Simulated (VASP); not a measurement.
Ta: electric field gradients with PBE

Crystal: Ta.

```
Ta
1.0
    -1.65128    1.65128    1.65128
     1.65128   -1.65128    1.65128
     1.65128    1.65128   -1.65128
Ta
1
Direct
  0.00000 0.00000 0.00000
```

```json
{
 "Program": "VASP 6.6.1",
 "Task": "electric field gradients",
 "Functional": "PBE",
 "Potentials or basis": "VASP PAW PBE potentials, release 64 (Ta_pv)",
 "Cutoff": "520 eV",
 "k mesh": "17 × 17 × 17",
 "Occupations": "fermi-dirac, width 0.08 eV",
 "Spin": "no spin polarisation",
 "Dipole correction": "no",
 "Further INCAR settings": "ALGO = Normal; EDIFF = 1e-08; NBANDS = 12"
}
```

```
Pressure : 3.2 GPa
```

Levels at points of the mesh, in eV from the Fermi level:
| k point | band 4 | band 5 | band 6 | band 7 | band 8 | band 9 |
| --- | --- | --- | --- | --- | --- | --- |
| (0.00, 0.00, 0.00) | -7.92 | 0.73 | 0.73 | 0.73 | 4.00 | 4.00 |

It took 41 s on 1 thread of AMD EPYC 7R43 64-Core Processor (Zen 3), with other jobs on the host, peak memory 0.13 GiB.

Caveat: without QUAD_EFG the Cq values of the log hold for a quadrupole moment of 1 mb, not for the nuclei; spin-orbit coupling is left out, which moves the levels of the heavy elements.
